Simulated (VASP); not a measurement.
Wanted: the native input for a VASP 6.6.1 run.

| Property | Result |
| --- | --- |
| Task | single point |
| Functional | PBEsol |
| Potentials or basis | VASP PAW PBE potentials, release 64 (Pb_d, S) |
| Cutoff | 520 eV |
| k mesh | 10 × 10 × 10 |
| Occupations | gaussian, width 0.03 eV |
| Spin | no spin polarisation |
| Dipole correction | no |
| Further INCAR settings | ALGO = Normal; EDIFF = 1e-06; NBANDS = 17 |

The structure of PbS lies in POSCAR:

```
PbS
1.0
    0.0000000000      2.8167500000      2.8908750000
    2.8167500000      0.0000000000      2.8908750000
    2.8167500000      2.8167500000      0.0000000000
Pb S
1 1
Direct
    0.0000000000      0.0000000000      0.0000000000
    0.5000000000      0.5000000000      0.5000000000
```

This cell differs from its parent crystal: strain -0.050 along x and y, -0.025 along z.

The input as run:

INCAR

```
PREC = Accurate ; ENCUT = 520
EDIFF = 1E-6 ; ISMEAR = 0
SIGMA = 0.03 ; LREAL = F
LASPH = T ; NELM = 60
ALGO = Normal ; ISIF = 2
LWAVE = F ; LCHARG = F
GGA = PS ; NBANDS = 17
```

KPOINTS

```
Automatic mesh
0
Gamma
  10 10 10
```

Potentials or basis: VASP PAW PBE potentials, release 64 (Pb_d, S).

The run is started by

```bash
$ cat potpaw_PBE.64/Pb_d/POTCAR potpaw_PBE.64/S/POTCAR > POTCAR
$ mpirun -np 1 vasp_std > vasp.out
```

Results of the run:

```
Pressure               : 8.7 GPa
Band gap on the k mesh : 0.34 eV, direct
```

Caveat: the cell differs from its parent crystal (strain -0.050 along x and y, -0.025 along z); the PAW data sets were made with another functional, which shifts forces and pressure a little; spin-orbit coupling is left out, which moves the levels of the heavy elements.

It took 36 s on 1 thread of Intel(R) Xeon(R) 6975P-C (Granite Rapids), on a shared host, peak memory 0.21 GiB.
